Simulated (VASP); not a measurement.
# BAs (F-43m) in VASP: vibrations by perturbation theory with PBE

Aim: the vibrations by perturbation theory of BAs with PBE.

Program: VASP 6.6.1. These are calculated values, not measurements. Logs are shortened: lines on timing, memory, paths and dates and some standing lists are left out, and cuts for length are marked.

### Step 1. The cell of the first run

It takes space group F-43m (No. 216, cubic). Conventional cell: a = 4.809 Å, b = 4.809 Å, c = 4.809 Å, α = 90.00°, β = 90.00°, γ = 90.00°. Within 2.8 Å of B (site symmetry -43m) lie 4 As at 2.08 Å. Within 2.8 Å of As (site symmetry -43m) lie 4 B at 2.08 Å.

### Step 2. Vibrations by perturbation theory, PBE

Input file INCAR:

```
SYSTEM = BAs
PREC = Accurate
ENCUT = 520
EDIFF = 1E-8
ISMEAR = 0
SIGMA = 0.01
LREAL = .False.
LASPH = .True.
NELM = 60
ALGO = Normal
ISIF = 2
LWAVE = .False.
LCHARG = .True.
GGA = PE
NBANDS = 11
IBRION = 8
NSW = 1
LEPSILON = .True.
```

Input file KPOINTS:

```
regular mesh
0
Gamma
  10 10 10
  0 0 0
```

Input file POSCAR:

```
BAs
1.0
    0.0000000000      2.4046443013      2.4046443013
    2.4046443013      0.0000000000      2.4046443013
    2.4046443013      2.4046443013      0.0000000000
B As
1 1
Direct
    0.0000000000      0.0000000000      0.0000000000
    0.2500000000      0.2500000000      0.2500000000
```

Potentials or basis: VASP PAW PBE potentials, release 64 (B, As).

Launch:

```sh
> cat potpaw_PBE.64/B/POTCAR potpaw_PBE.64/As/POTCAR > POTCAR
> mpirun -np 1 vasp_std > vasp.out
```

OUTCAR:

```text
SYSTEM = BAs
   PREC = Accurate
   ENCUT = 520
   EDIFF = 1E-8
   ISMEAR = 0
   LREAL = .False.
   LASPH = .True.
   NELM = 60
   ISIF = 2
   GGA = PE
   IBRION = 8
   NSW = 1
   LEPSILON = .True.

 ion  position               nearest neighbor table
   1  0.000  0.000  0.000-   2 2.08   2 2.08   2 2.08   2 2.08
   2  0.250  0.250  0.250-   1 2.08   1 2.08   1 2.08   1 2.08

  LATTYP: Found a face centered cubic cell.
 ALAT       =     4.8092886026

  Lattice vectors:

 A1 = (   0.0000000000,   2.4046443013,   2.4046443013)
 A2 = (   2.4046443013,   0.0000000000,   2.4046443013)
 A3 = (   2.4046443013,   2.4046443013,   0.0000000000)

Analysis of symmetry for initial positions (statically):
=====================================================================
 Subroutine PRICEL returns:
 Original cell was already a primitive cell.

 Routine SETGRP: Setting up the symmetry group for a
 face centered cubic supercell.

 Subroutine GETGRP returns: Found 24 space group operations
 (whereof 24 operations were pure point group operations)
 out of a pool of 48 trial point group operations.

The static configuration has the point symmetry T_d .

Analysis of symmetry for dynamics (positions and initial velocities):
=====================================================================
 Subroutine PRICEL returns:
 Original cell was already a primitive cell.

 Routine SETGRP: Setting up the symmetry group for a
 face centered cubic supercell.

 Subroutine GETGRP returns: Found 24 space group operations
 (whereof 24 operations were pure point group operations)
 out of a pool of 48 trial point group operations.

The dynamic configuration has the point symmetry T_d .

 Subroutine INISYM returns: Found 24 space group operations
 (whereof 24 operations are pure point group operations),
 and found     1 'primitive' translations

----------------------------------------------------------------------------------------

                                     Primitive cell

  volume of cell :      27.8088

  direct lattice vectors                    reciprocal lattice vectors
     0.000000000  2.404644301  2.404644301    -0.207930961  0.207930961  0.207930961
     2.404644301  0.000000000  2.404644301     0.207930961 -0.207930961  0.207930961
     2.404644301  2.404644301  0.000000000     0.207930961  0.207930961 -0.207930961

  length of vectors
     3.400680584  3.400680584  3.400680584     0.360146989  0.360146989  0.360146989

  position of ions in fractional coordinates (direct lattice)
     0.000000000  0.000000000  0.000000000
     0.250000000  0.250000000  0.250000000

  ion indices of the primitive-cell ions
   primitive index   ion index
                 1           1
                 2           2

----------------------------------------------------------------------------------------

 KPOINTS: regular mesh

Automatic generation of k-mesh.
 Grid dimensions read from file:
 generate k-points for:   10   10   10

 Generating k-lattice:

  Cartesian coordinates                     Fractional coordinates (reciprocal lattice)
    -0.020793096  0.020793096  0.020793096     0.100000000  0.000000000  0.000000000
     0.020793096 -0.020793096  0.020793096     0.000000000  0.100000000  0.000000000
     0.020793096  0.020793096 -0.020793096     0.000000000  0.000000000  0.100000000

  Length of vectors
     0.036014699  0.036014699  0.036014699

  Shift w.r.t. Gamma in fractional coordinates (k-lattice)
     0.000000000  0.000000000  0.000000000

 Subroutine IBZKPT returns following result:
 ===========================================

 Found     47 irreducible k-points:

[... 443 lines left out ...]
  energy-cutoff  :      520.00
  volume of cell :       27.81
      direct lattice vectors                 reciprocal lattice vectors
     0.000000000  2.404644301  2.404644301    -0.207930961  0.207930961  0.207930961
     2.404644301  0.000000000  2.404644301     0.207930961 -0.207930961  0.207930961
     2.404644301  2.404644301  0.000000000     0.207930961  0.207930961 -0.207930961

 POSITION                                       TOTAL-FORCE (eV/Angst)
 -----------------------------------------------------------------------------------
      0.00000      0.00000      0.00000         0.000000      0.000000      0.000000
      1.20232      1.20232      1.20232        -0.000000     -0.000000     -0.000000
 -----------------------------------------------------------------------------------
    total drift:                               -0.000000     -0.000000     -0.000000

  FREE ENERGIE OF THE ION-ELECTRON SYSTEM (eV)
  ---------------------------------------------------
  free  energy   TOTEN  =       -11.4134295345 eV

  energy  without entropy=      -11.4134295345  energy(sigma->0) =      -11.41342953

 HEAD OF MICROSCOPIC STATIC DIELECTRIC TENSOR (INDEPENDENT PARTICLE, excluding Hartree and local field effects)
 ------------------------------------------------------
          10.269563     0.000000    -0.000000
           0.000000    10.269563     0.000000
          -0.000000     0.000000    10.269563
 ------------------------------------------------------

 Free energy of the ion-electron system (eV)
  ---------------------------------------------------
  ---------------------------------------------------
  free energy    TOTEN  =        -0.74628997 eV

  energy without entropy =       -0.74628997

------------------------ aborting loop because EDIFF is reached ----------------------------------------

--------------------------------------- Ionic step        2  -------------------------------------------

------------------------ aborting loop because EDIFF is reached ----------------------------------------

--------------------------------------- Ionic step        3  -------------------------------------------

------------------------ aborting loop because EDIFF is reached ----------------------------------------

 PIEZOELECTRIC TENSOR FIELD DIRECTION 3  (e Angst)
 -----------------------------------------------------------------------------
    -0.00041  0.12377  0.00000           ( -0.00000  0.09929  0.00000)
     0.12377 -0.00041  0.00000           (  0.09929 -0.00000  0.00000)
     0.00000  0.00000 -0.00007           (  0.00000  0.00000 -0.00000)

 PIEZOELECTRIC TENSOR FIELD DIRECTION 3  (C/m^2)
 -----------------------------------------------------------------------------
    -0.00024  0.07131  0.00000
     0.07131 -0.00024  0.00000
     0.00000  0.00000 -0.00004

--------------------------------------- Ionic step        4  -------------------------------------------

------------------------ aborting loop because EDIFF is reached ----------------------------------------

[... ionic steps 5 to 6 ...]

--------------------------------------- Ionic step        7  -------------------------------------------

 Free energy of the ion-electron system (eV)
  ---------------------------------------------------
  ---------------------------------------------------
  free energy    TOTEN  =        -0.03674595 eV

  energy without entropy =       -0.03674595

------------------------ aborting loop because EDIFF is reached ----------------------------------------

 INTERNAL STRAIN TENSOR  FOR ION    2  DIRECTION 1   (eV/Angst):
 -----------------------------------------------------------------------------
     0.00550  0.00000  0.00000
     0.00000 -0.00049 -6.37965
     0.00000 -6.37965 -0.00049

 MACROSCOPIC STATIC DIELECTRIC TENSOR (including local field effects in DFT)
 ------------------------------------------------------
           9.968656    -0.000000    -0.000000
           0.000000     9.968656    -0.000000
           0.000000     0.000000     9.968656
 ------------------------------------------------------

 PIEZOELECTRIC TENSOR (including local field effects)  for field in x, y, z        (e  Angst)
          XX          YY          ZZ          XY          YZ          ZX
  --------------------------------------------------------------------------------
  x     0.00000     0.00000    -0.00000     0.00000     0.11802     0.00000
  y     0.00000    -0.00000     0.00000     0.00000     0.00000     0.11802
  z     0.00000    -0.00000     0.00000     0.11802     0.00000     0.00000

 PIEZOELECTRIC TENSOR (including local field effects)  for field in x, y, z        (C/m^2)
          XX          YY          ZZ          XY          YZ          ZX
  --------------------------------------------------------------------------------
  x     0.00000     0.00000    -0.00000     0.00000     0.06800     0.00000
  y     0.00000    -0.00000     0.00000     0.00000     0.00000     0.06800
  z     0.00000    -0.00000     0.00000     0.06800     0.00000     0.00000

 BORN EFFECTIVE CHARGES (including local field effects) (in |e|, cummulative output)
 ---------------------------------------------------------------------------------
 ion    1
    1    -0.47156     0.00000    -0.00000
    2     0.00000    -0.47156    -0.00000
    3     0.00000     0.00000    -0.47156
 ion    2
    1     0.47156    -0.00000     0.00000
    2    -0.00000     0.47156     0.00000
    3    -0.00000     0.00000     0.47156

 INTERNAL STRAIN TENSOR FOR ION    2 for displacements in x,y,z  (eV/Angst):
          X           Y           Z          XY          YZ          ZX
  --------------------------------------------------------------------------------
  x    -0.00000    -0.00000     0.00000     0.00000    -6.37965     0.00000
  y    -0.00000     0.00000     0.00000     0.00000     0.00000    -6.37965
  z    -0.00000     0.00000    -0.00000    -6.37965     0.00000     0.00000

 SECOND DERIVATIVES (NOT SYMMETRIZED)
 ------------------------------------
               1X          1Y          1Z          2X          2Y          2Z
  1X   -16.162636    0.000000    0.000000   16.162636    0.000000    0.000000
  1Y     0.000000  -16.162636    0.000000    0.000000   16.162636    0.000000
  1Z     0.000000    0.000000  -16.162636    0.000000    0.000000   16.162636
  2X    16.165710    0.000000    0.000000  -16.165710    0.000000    0.000000
  2Y     0.000000   16.165710    0.000000    0.000000  -16.165710    0.000000
  2Z     0.000000    0.000000   16.165710    0.000000    0.000000  -16.165710

 Eigenvectors and eigenvalues of the dynamical matrix
 ----------------------------------------------------

   1 f  =   20.447887 THz   128.477861 2PiTHz  682.068080 cm-1    84.565626 meV
             X         Y         Z           dx          dy          dz
      0.000000  0.000000  0.000000     0.000000    0.934815   -0.000000
      1.202322  1.202322  1.202322     0.000000   -0.355136    0.000000
[... 21 lines left out ...]
   6 f/i=    0.000646 THz     0.004056 2PiTHz    0.021534 cm-1     0.002670 meV
             X         Y         Z           dx          dy          dz
      0.000000  0.000000  0.000000    -0.349500    0.063022    0.000002
      1.202322  1.202322  1.202322    -0.919977    0.165891    0.000005

--------------------------------------------------------------------------------------------------------

 MACROSCOPIC STATIC DIELECTRIC TENSOR IONIC CONTRIBUTION
 ------------------------------------------------------
           0.089515    -0.000000     0.000000
          -0.000000     0.089515     0.000000
           0.000000     0.000000     0.089515
 ------------------------------------------------------

 ELASTIC MODULI CONTR FROM IONIC RELAXATION (kBar)
 Direction    XX          YY          ZZ          XY          YZ          ZX
 --------------------------------------------------------------------------------
 XX          -0.0000      0.0000     -0.0000     -0.0000      0.0000      0.0000
 YY           0.0000     -0.0000      0.0000      0.0000     -0.0000      0.0000
 ZZ          -0.0000      0.0000     -0.0000      0.0000      0.0000     -0.0000
 XY          -0.0000      0.0000      0.0000   -152.7974      0.0000      0.0000
 YZ           0.0000     -0.0000      0.0000      0.0000   -152.7974      0.0000
 ZX           0.0000      0.0000     -0.0000      0.0000      0.0000   -152.7974
 --------------------------------------------------------------------------------

 PIEZOELECTRIC TENSOR IONIC CONTR  for field in x, y, z        (C/m^2)
          XX          YY          ZZ          XY          YZ          ZX
  --------------------------------------------------------------------------------
  x     0.00000    -0.00000     0.00000    -0.00000    -0.11005     0.00000
  y     0.00000     0.00000    -0.00000    -0.00000     0.00000    -0.11005
  z    -0.00000     0.00000     0.00000    -0.11005     0.00000     0.00000
```

Wall time 4.8 min (1 thread of Intel Xeon Platinum 8375C at 2.90GHz (Ice Lake), shared host); peak memory 0.28 GiB.

Results:

```
Electronic dielectric tensor (diagonal)                 : 9.97
Born charges (mean of the diagonal)                     : B -0.47; As +0.47 e
Highest phonon frequency at Γ, LO-TO splitting left out : 682 cm⁻¹
```

Phonon frequencies in cm⁻¹ (negative: imaginary):
| q point | frequencies |
| --- | --- |
| (0.000, 0.000, 0.000) | 0 0 0 682 682 682 |

Electronic dielectric tensor:
```
9.97 0.00 0.00
0.00 9.97 0.00
0.00 0.00 9.97
```

Born effective charge tensors (e):
atom 1, B
```
-0.47  0.00  0.00
 0.00 -0.47  0.00
 0.00  0.00 -0.47
```
atom 2, As
```
0.47 0.00 0.00
0.00 0.47 0.00
0.00 0.00 0.47
```
